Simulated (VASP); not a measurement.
# BN (P4_2/mnm) in VASP: further runs

The runs below take BN through single point, with PBE.

Everything below comes from runs of VASP 6.6.1. Logs are shortened: lines on timing, memory, paths and dates and some standing lists are left out, and cuts for length are marked.

### 1 The cell of the first run

It takes space group P4_2/mnm (No. 136, tetragonal). The conventional cell has a = 4.389 Å, b = 4.389 Å, c = 2.243 Å, α = 90.00°, β = 90.00°, γ = 90.00°. Within 1.9 Å of B (site symmetry m2m) lie 4 N at 1.41 to 1.59 Å. N (site symmetry m2m) has 4 B at 1.41 to 1.59 Å within 1.9 Å.

### 2 Single point, PBE

INCAR

```
PREC = Accurate
ENCUT = 520
EDIFF = 1E-6
ISMEAR = 0
SIGMA = 0.05
LREAL = F
LASPH = T
NELM = 100
ALGO = Normal
ISIF = 2
LWAVE = F
LCHARG = F
GGA = PE
NBANDS = 26
```

KPOINTS

```
regular mesh
0
Gamma
  6 6 10
```

POSCAR

```
BN
1.0
    4.3895000000      0.0000000000      0.0000000000
    0.0000000000      4.3895000000      0.0000000000
    0.0000000000      0.0000000000      2.2433000000
B N
4 4
Direct
    0.1742811368      0.8257188632      0.5000000000
    0.3257188632      0.3257188632      0.0000000000
    0.6742811368      0.6742811368      0.0000000000
    0.8257188632      0.1742811368      0.5000000000
    0.8126115048      0.8126115048      0.5000000000
    0.3126115048      0.6873884952      0.0000000000
    0.6873884952      0.3126115048      0.0000000000
    0.1873884952      0.1873884952      0.5000000000
```

Potentials or basis: VASP PAW PBE potentials, release 64 (B, N).

The run is started by

```bash
$ cat potpaw_PBE.64/B/POTCAR potpaw_PBE.64/N/POTCAR > POTCAR
$ mpirun -np 1 vasp_std > vasp.out
```

OUTCAR:

```text
PREC = Accurate
   ENCUT = 520
   EDIFF = 1E-6
   ISMEAR = 0
   LREAL = F
   LASPH = T
   NELM = 100
   ISIF = 2
   GGA = PE

 ion  position               nearest neighbor table
   1  0.174  0.826  0.500-   6 1.41   6 1.41   8 1.59   5 1.59   4 2.16
   2  0.326  0.326  0.000-   8 1.41   8 1.41   6 1.59   7 1.59   3 2.16
   3  0.674  0.674  0.000-   5 1.41   5 1.41   7 1.59   6 1.59   2 2.16
   4  0.826  0.174  0.500-   7 1.41   7 1.41   8 1.59   5 1.59   1 2.16
   5  0.813  0.813  0.500-   3 1.41   3 1.41   4 1.59   1 1.59
   6  0.313  0.687  0.000-   1 1.41   1 1.41   3 1.59   2 1.59
   7  0.687  0.313  0.000-   4 1.41   4 1.41   2 1.59   3 1.59
   8  0.187  0.187  0.500-   2 1.41   2 1.41   4 1.59   1 1.59

  LATTYP: Found a simple tetragonal cell.
 ALAT       =     4.3895000000
 C/A-ratio  =     0.5110604852

  Lattice vectors:

 A1 = (   4.3895000000,   0.0000000000,   0.0000000000)
 A2 = (   0.0000000000,   4.3895000000,   0.0000000000)
 A3 = (   0.0000000000,   0.0000000000,   2.2433000000)

Analysis of symmetry for initial positions (statically):
=====================================================================
 Subroutine PRICEL returns:
 Original cell was already a primitive cell.

 Routine SETGRP: Setting up the symmetry group for a
 simple tetragonal supercell.

 Subroutine GETGRP returns: Found 16 space group operations
 (whereof  8 operations were pure point group operations)
 out of a pool of 16 trial point group operations.

The static configuration has the point symmetry D_2h.
 The point group associated with its full space group is D_4h.

Analysis of symmetry for dynamics (positions and initial velocities):
=====================================================================
 Subroutine PRICEL returns:
 Original cell was already a primitive cell.

 Routine SETGRP: Setting up the symmetry group for a
 simple tetragonal supercell.

 Subroutine GETGRP returns: Found 16 space group operations
 (whereof  8 operations were pure point group operations)
 out of a pool of 16 trial point group operations.

The dynamic configuration has the point symmetry D_2h.
 The point group associated with its full space group is D_4h.

 Subroutine INISYM returns: Found 16 space group operations
 (whereof  8 operations are pure point group operations),
 and found     1 'primitive' translations

----------------------------------------------------------------------------------------

                                     Primitive cell

  volume of cell :      43.2233

  direct lattice vectors                    reciprocal lattice vectors
     4.389500000  0.000000000  0.000000000     0.227816380  0.000000000  0.000000000
     0.000000000  4.389500000  0.000000000     0.000000000  0.227816380  0.000000000
     0.000000000  0.000000000  2.243300000     0.000000000  0.000000000  0.445771854

  length of vectors
     4.389500000  4.389500000  2.243300000     0.227816380  0.227816380  0.445771854

  position of ions in fractional coordinates (direct lattice)
     0.174281137  0.825718863  0.500000000
     0.325718863  0.325718863  0.000000000
     0.674281137  0.674281137  0.000000000
     0.825718863  0.174281137  0.500000000
     0.812611505  0.812611505  0.500000000
     0.312611505  0.687388495  0.000000000
     0.687388495  0.312611505  0.000000000
     0.187388495  0.187388495  0.500000000

  ion indices of the primitive-cell ions
   primitive index   ion index
                 1           1
                 2           2
                 3           3
                 4           4
                 5           5
                 6           6
                 7           7
                 8           8

----------------------------------------------------------------------------------------

 KPOINTS: regular mesh

Automatic generation of k-mesh.
 Grid dimensions read from file:
 generate k-points for:    6    6   10

 Generating k-lattice:

  Cartesian coordinates                     Fractional coordinates (reciprocal lattice)
     0.037969397  0.000000000  0.000000000     0.166666667  0.000000000  0.000000000
     0.000000000  0.037969397  0.000000000     0.000000000  0.166666667  0.000000000
     0.000000000  0.000000000  0.044577185     0.000000000  0.000000000  0.100000000

  Length of vectors
     0.037969397  0.037969397  0.044577185

  Shift w.r.t. Gamma in fractional coordinates (k-lattice)
     0.000000000  0.000000000  0.000000000

 Subroutine IBZKPT returns following result:
 ===========================================

 Found     60 irreducible k-points:

 Following reciprocal coordinates:
            Coordinates               Weight
  0.000000  0.000000  0.000000      1.000000
  0.166667  0.000000  0.000000      4.000000
  0.333333  0.000000  0.000000      4.000000
  0.500000  0.000000  0.000000      2.000000
  0.166667  0.166667  0.000000      4.000000
  0.333333  0.166667  0.000000      8.000000
[... 16 lines left out ...]
  0.333333  0.000000  0.200000      8.000000
  0.500000  0.000000  0.200000      4.000000
 [... further k-points ...]
   k-points           NKPTS =     60   k-points in BZ     NKDIM =     60   number of bands    NBANDS=     26
   number of dos      NEDOS =    301   number of ions     NIONS =      8
   total plane-waves  NPLWV =  23328
   dimension x,y,z NGX =    36 NGY =   36 NGZ =   18
   dimension x,y,z NGXF=    72 NGYF=   72 NGZF=   36
   ions per type =               4   4
   NGX,Y,Z   is equivalent  to a cutoff of  13.63, 13.63, 13.34 a.u.
   NGXF,Y,Z  is equivalent  to a cutoff of  27.27, 27.27, 26.68 a.u.
 SYSTEM =  unknown system
   PREC   = accura    normal or accurate (medium, high low for compatibility)
   ISTART =      0    job   : 0-new  1-cont  2-samecut
   ICHARG =      2    charge: 1-file 2-atom 10-const
   ISPIN  =      1    spin polarized calculation?
   LNONCOLLINEAR =      F non collinear calculations
   LSORBIT =      F    spin-orbit coupling
   LASPH  =      T    aspherical Exc in radial PAW
   ENCUT  =  520.0 eV  38.22 Ry    6.18 a.u.   8.16  8.16  4.17*2*pi/ulx,y,z
   NELM   =    100;   NELMIN=  2; NELMDL= -5     # of ELM steps
   EDIFF  = 0.1E-05   stopping-criterion for ELM
   LREAL  =      F    real-space projection
   EDIFFG = 0.1E-04   stopping-criterion for IOM
   NSW    =      0    number of steps for IOM
[... 15 lines left out ...]
     AMIX     =   0.40;   BMIX     =  1.00
     AMIX_MAG =   1.60;   BMIX_MAG =  1.00
  volume/ion in A,a.u.               =       5.40        36.46
  Fermi-wavevector in a.u.,A,eV,Ry     =   1.480991  2.798667 29.842114  2.193334
  Thomas-Fermi vector in A             =   2.594956
   LORBIT       =      0    0 simple, 1 ext, 2 COOP (PROOUT), +10 PAW based schemes
   GGA     = PE    functional components
   LHFCALC =     F    Hartree Fock is set to
   AEXX    =    0.0000 exact exchange contribution
   IVDW    =     0    specifies the selected vdW correction
   LEPSILON=     F    determine dielectric tensor
   LRPA    =     F    only Hartree local field effects (RPA)
 non-spin polarized calculation
 Gauss-broadening in eV      SIGMA  =   0.05
  energy-cutoff  :      520.00
  volume of cell :       43.22
 maximum number of plane-waves:      1178
 NGX is ok and might be reduce to    36
   NGX = 17   NGY = 17   NGZ =  9

 number of electron      32.0000006 magnetization

 Free energy of the ion-electron system (eV)
  ---------------------------------------------------
  ext. energy  EPLUGINS =         0.00000000
  ---------------------------------------------------
  free energy    TOTEN  =       -65.99133110 eV

  energy without entropy =      -65.99133110  energy(sigma->0) =      -65.99133110

 E-fermi :   9.1606     XC(G=0): -13.1336

 val. band max:        8.9281973312   @ k =   0.0000   0.0000   0.0000
 cond. band min:      13.0445209346   @ k =   0.0000   0.0000   0.3000
 fundamental gap:      4.1163236034
 Fermi energy:         9.1606011858

 k-point     1 :       0.0000    0.0000    0.0000
  band No.  band energies     occupation
      1     -13.0985      2.00000
      2      -9.1459      2.00000
      3      -9.1459      2.00000
      4      -8.4740      2.00000
      5      -3.1023      2.00000
      6      -2.0774      2.00000
[... 18 lines left out ...]
     25      23.1181      0.00000
     26      24.0477      0.00000

 k-point     2 :       0.1667    0.0000    0.0000
  band No.  band energies     occupation
      1     -12.9522      2.00000
      2      -9.8706      2.00000
      3      -9.0454      2.00000
      4      -8.1176      2.00000
      5      -3.1989      2.00000
      6      -1.6357      2.00000
[... 18 lines left out ...]
     25      23.0949      0.00000
     26      23.7826      0.00000

 k-point     3 :       0.3333    0.0000    0.0000
  band No.  band energies     occupation
      1     -12.5195      2.00000
      2     -10.9012      2.00000
      3      -8.7649      2.00000
      4      -8.0707      2.00000
      5      -3.1521      2.00000
      6      -1.7722      2.00000
[... 18 lines left out ...]
     25      22.7000      0.00000
     26      23.3248      0.00000

 k-point     4 :       0.5000    0.0000    0.0000
  band No.  band energies     occupation
      1     -11.8204      2.00000
      2     -11.8204      2.00000
      3      -8.3806      2.00000
      4      -8.3806      2.00000
      5      -2.6529      2.00000
      6      -2.6529      2.00000
[... 18 lines left out ...]
     25      22.2213      0.00000
     26      22.2213      0.00000

 k-point     5 :       0.1667    0.1667    0.0000
  band No.  band energies     occupation
      1     -12.8076      2.00000
      2     -10.0038      2.00000
      3      -9.3841      2.00000
      4      -8.0121      2.00000
      5      -3.1134      2.00000
      6      -1.3330      2.00000
[... 18 lines left out ...]
     25      22.4413      0.00000
     26      23.8831      0.00000

 k-point     6 :       0.3333    0.1667    0.0000
  band No.  band energies     occupation
      1     -12.3802      2.00000
      2     -10.8154      2.00000
      3      -9.2198      2.00000
      4      -8.2501      2.00000
      5      -2.7590      2.00000
      6      -1.1992      2.00000
[... 427 lines left out ...]
 k-point    21 :       0.0000    0.0000    0.2000
  band No.  band energies     occupation
      1     -12.2588      2.00000
      2      -8.4464      2.00000
      3      -8.4464      2.00000
      4      -7.7978      2.00000
      5      -2.7470      2.00000
      6      -1.0851      2.00000
[... 18 lines left out ...]
     25      23.5408      0.00000
     26      23.8237      0.00000

 k-point    22 :       0.1667    0.0000    0.2000
  band No.  band energies     occupation
      1     -12.1156      2.00000
      2      -9.1291      2.00000
      3      -8.3519      2.00000
      4      -7.4776      2.00000
      5      -2.7231      2.00000
      6      -0.6915      2.00000
[... 18 lines left out ...]
     25      22.9247      0.00000
     26      23.7830      0.00000

 k-point    23 :       0.3333    0.0000    0.2000
  band No.  band energies     occupation
      1     -11.6924      2.00000
      2     -10.1189      2.00000
      3      -8.0890      2.00000
      4      -7.4423      2.00000
      5      -2.5212      2.00000
      6      -1.1001      2.00000
[... 18 lines left out ...]
     25      23.1556      0.00000
     26      23.9289      0.00000

 k-point    24 :       0.5000    0.0000    0.2000
  band No.  band energies     occupation
      1     -11.0105      2.00000
      2     -11.0105      2.00000
      3      -7.7310      2.00000
      4      -7.7310      2.00000
      5      -1.9701      2.00000
      6      -1.9701      2.00000
[... 18 lines left out ...]
     25      23.4624      0.00000
     26      23.4624      0.00000

 [... further k-points ...]
[... 5 lines left out ...]
  --------------------------------------------------------------------------------------
  -------------------------------------------------------------------------------------
  Total        6.8850497      6.8850497     49.1651470     -0.0000000      0.0000000      0.0000000
  in kB      255.2114748    255.2114748   1822.4283456     -0.0000000      0.0000000      0.0000000
  external PRESSURE =     777.6170984 kB  Pullay stress =       0.0000000 kB

 VOLUME and BASIS-vectors are now :
 -----------------------------------------------------------------------------
  energy-cutoff  :      520.00
  volume of cell :       43.22
      direct lattice vectors                 reciprocal lattice vectors
     4.389500000  0.000000000  0.000000000     0.227816380  0.000000000  0.000000000
     0.000000000  4.389500000  0.000000000     0.000000000  0.227816380  0.000000000
     0.000000000  0.000000000  2.243300000     0.000000000  0.000000000  0.445771854

 POSITION                                       TOTAL-FORCE (eV/Angst)
 -----------------------------------------------------------------------------------
      0.76501      3.62449      1.12165        -0.972324      0.972324      0.000000
      1.42974      1.42974      0.00000         0.972324      0.972324      0.000000
      2.95976      2.95976      0.00000        -0.972324     -0.972324     -0.000000
      3.62449      0.76501      1.12165         0.972324     -0.972324     -0.000000
      3.56696      3.56696      1.12165         1.206786      1.206786      0.000000
      1.37221      3.01729      0.00000         1.206786     -1.206786     -0.000000
      3.01729      1.37221      0.00000        -1.206786      1.206786      0.000000
      0.82254      0.82254      1.12165        -1.206786     -1.206786     -0.000000
 -----------------------------------------------------------------------------------
    total drift:                                0.000000      0.000000      0.000000

  FREE ENERGIE OF THE ION-ELECTRON SYSTEM (eV)
  ---------------------------------------------------
  free  energy   TOTEN  =       -65.9913311006 eV

  energy  without entropy=      -65.9913311006  energy(sigma->0) =      -65.99133110
```

Wall time 22 s (1 thread of Intel Xeon 6975P-C (Granite Rapids), shared host); peak memory 0.18 GiB.

Results:

* Free energy: -65.9913 eV
* Pressure: 77.8 GPa
* Largest force: 1.707 eV/Å
* Band gap on the k mesh: 4.12 eV, indirect (least direct gap 5.89 eV)

Forces in eV/Å, atoms in the order of the input:
```
B   -0.972  0.972  0.000
B    0.972  0.972  0.000
B   -0.972 -0.972  0.000
B    0.972 -0.972  0.000
N    1.207  1.207  0.000
N    1.207 -1.207  0.000
N   -1.207  1.207  0.000
N   -1.207 -1.207  0.000
```

Stress tensor (GPa, compression positive):
```
 25.52   0.00   0.00
  0.00  25.52   0.00
  0.00   0.00 182.24
```

Caveat: forces of over 1 eV/Å act on the atoms, so gaps and moduli don't describe the material at rest. Expect the measured gap to be larger: semilocal functionals such as PBE lack the derivative discontinuity.

### 3 Single point, PBE

This run uses another cell than the first one, of 5.42 Å³/atom, 1.003 times its volume.

INCAR

```
SYSTEM = BN
PREC = Accurate ; ENCUT = 520
EDIFF = 1E-6 ; ISMEAR = 0
SIGMA = 0.05 ; LREAL = .FALSE.
LASPH = .TRUE. ; NELM = 60
ALGO = Normal ; ISIF = 2
LWAVE = .FALSE. ; LCHARG = .TRUE.
GGA = PE ; LELF = .TRUE.
LVHAR = .TRUE. ; NBANDS = 26
```

KPOINTS

```
Automatic mesh
0
G
  6 6 10
  0 0 0
```

Edit POSCAR of step 2 so:

```diff
@@ -2,5 +2,5 @@
 1.0
-    4.3895000000      0.0000000000      0.0000000000
-    0.0000000000      4.3895000000      0.0000000000
-    0.0000000000      0.0000000000      2.2433000000
+    4.3232000000      0.0000000000      0.0000000000
+    0.0000000000      4.3232000000      0.0000000000
+    0.0000000000      0.0000000000      2.3198000000
 B N
```

Potentials or basis: VASP PAW PBE potentials, release 64 (B, N).

The run is started by

```bash
$ cat potpaw_PBE.64/B/POTCAR potpaw_PBE.64/N/POTCAR > POTCAR
$ mpirun -np 1 vasp_std > vasp.out
```

Wall time 18 s (1 thread of Intel Xeon 6975P-C (Granite Rapids), shared host); peak memory 0.17 GiB.

Results (log left out):

| Property | Result |
| --- | --- |
| Free energy | -67.1490 eV |
| Pressure | 69.7 GPa |
| Largest force | 0.931 eV/Å |
| Band gap on the k mesh | 4.59 eV, indirect (least direct gap 6.08 eV) |

Forces on the atoms (eV/Å):
```
B   -0.613  0.613  0.000
B    0.613  0.613  0.000
B   -0.613 -0.613  0.000
B    0.613 -0.613  0.000
N    0.658  0.658  0.000
N    0.658 -0.658  0.000
N   -0.658  0.658  0.000
N   -0.658 -0.658  0.000
```

Stress tensor (GPa, compression positive):
```
 38.48   0.00   0.00
  0.00  38.48   0.00
  0.00   0.00 132.03
```

Levels at points of the mesh, in eV from the valence-band top:
```csv
k point,band 12,band 13,band 14,band 15,band 16,band 17,band 18,band 19,band 20,band 21
"(0.00, 0.00, 0.00)",-1.84,-0.25,-0.25,-0.06,0.00,8.07,8.07,8.75,8.92,9.36
"(0.50, 0.00, 0.00)",-3.28,-1.53,-1.53,-0.98,-0.98,8.06,8.06,9.30,9.30,10.75
"(0.50, 0.50, 0.00)",-3.60,-2.55,-2.55,-1.98,-1.98,7.72,7.72,10.35,10.35,11.12
"(0.00, 0.00, 0.50)",-5.27,-4.87,-4.87,-3.65,-3.65,6.54,6.54,10.67,10.67,11.97
"(0.50, 0.00, 0.50)",-5.01,-3.88,-3.88,-2.78,-2.78,7.21,7.21,9.06,9.06,9.68
"(0.50, 0.50, 0.50)",-4.18,-3.19,-3.19,-2.95,-2.95,6.59,6.59,7.41,7.41,8.44
```

A k mesh can miss the band edges. As with any semilocal functional, this PBE gap is likely too small.

### 4 Single point, PBE

This run uses another cell than the first one, of 5.48 Å³/atom, 1.015 times its volume.

INCAR

```
PREC = Accurate
ENCUT = 520
EDIFF = 1E-6
ISMEAR = 0
SIGMA = 0.05
LREAL = F
LASPH = T
NELM = 100
ALGO = Normal
ISIF = 2
LWAVE = F
LCHARG = F
GGA = PE
NBANDS = 26
```

KPOINTS

```
regular mesh
0
Gamma
  6 6 10
```

Edit POSCAR of step 3 so:

```diff
@@ -2,5 +2,5 @@
 1.0
-    4.3232000000      0.0000000000      0.0000000000
-    0.0000000000      4.3232000000      0.0000000000
-    0.0000000000      0.0000000000      2.3198000000
+    4.4226829661      0.0000000000      0.0000000000
+    0.0000000000      4.4226829661      0.0000000000
+    0.0000000000      0.0000000000      2.2433000000
 B N
```

The run is started by

```bash
$ cat potpaw_PBE.64/B/POTCAR potpaw_PBE.64/N/POTCAR > POTCAR
$ mpirun -np 1 vasp_std > vasp.out
```

It took 22 s on 1 thread of Intel Xeon 6975P-C (Granite Rapids), shared host; peak memory 0.18 GiB.

It converged, with:

* Free energy: -66.0783 eV
* Pressure: 70.0 GPa
* Largest force: 1.715 eV/Å
* Band gap on the k mesh: 4.07 eV, indirect (least direct gap 5.68 eV)

Forces in eV/Å, atoms in the order of the input:
```
B   -0.921  0.921  0.000
B    0.921  0.921  0.000
B   -0.921 -0.921  0.000
B    0.921 -0.921  0.000
N    1.213  1.213  0.000
N    1.213 -1.213  0.000
N   -1.213  1.213  0.000
N   -1.213 -1.213  0.000
```

Stress tensor (GPa, compression positive):
```
 16.47   0.00   0.00
  0.00  16.47   0.00
  0.00   0.00 177.14
```

Levels at points of the mesh, in eV from the valence-band top:
| k point | band 14 | band 15 | band 16 | band 17 | band 18 | band 19 |
| --- | --- | --- | --- | --- | --- | --- |
| (0.00, 0.00, 0.00) | -0.99 | -0.47 | 0.00 | 6.59 | 6.59 | 7.43 |
| (0.50, 0.00, 0.00) | -2.15 | -0.85 | -0.85 | 6.60 | 6.60 | 8.54 |
| (0.50, 0.50, 0.00) | -2.17 | -1.70 | -1.70 | 6.77 | 6.77 | 10.23 |
| (0.00, 0.00, 0.50) | -5.24 | -3.87 | -3.87 | 5.98 | 5.98 | 9.82 |
| (0.50, 0.00, 0.50) | -4.04 | -3.33 | -3.33 | 6.60 | 6.60 | 8.32 |
| (0.50, 0.50, 0.50) | -3.37 | -3.37 | -3.37 | 6.04 | 6.04 | 6.54 |

Caveat: forces of over 1 eV/Å act on the atoms, so gaps and moduli don't describe the material at rest.

### 5 Summary

| cell | gap on the mesh (eV) | pressure (GPa) | largest force (eV/Å) |
| --- | --- | --- | --- |
| a = 4.389, b = 4.389, c = 2.243 Å, 8 atoms | 4.12 | 77.8 | 1.71 |
| a = 4.323, b = 4.323, c = 2.320 Å, 8 atoms | 4.59 | 69.7 | 0.93 |
| a = 4.423, b = 4.423, c = 2.243 Å, 8 atoms | 4.07 | 70.0 | 1.72 |

Alike in all rows: task single point; level PBE; potentials or basis VASP PAW PBE potentials, release 64 (B, N); no spin polarisation; k mesh 6 × 6 × 10; cutoff (eV) 520; smearing gaussian 0.05 eV.

Caveats: forces of over 1 eV/Å act on the atoms, so gaps and moduli don't describe the material at rest (some runs).

Absolute energies hang on the potentials; compare differences alone.
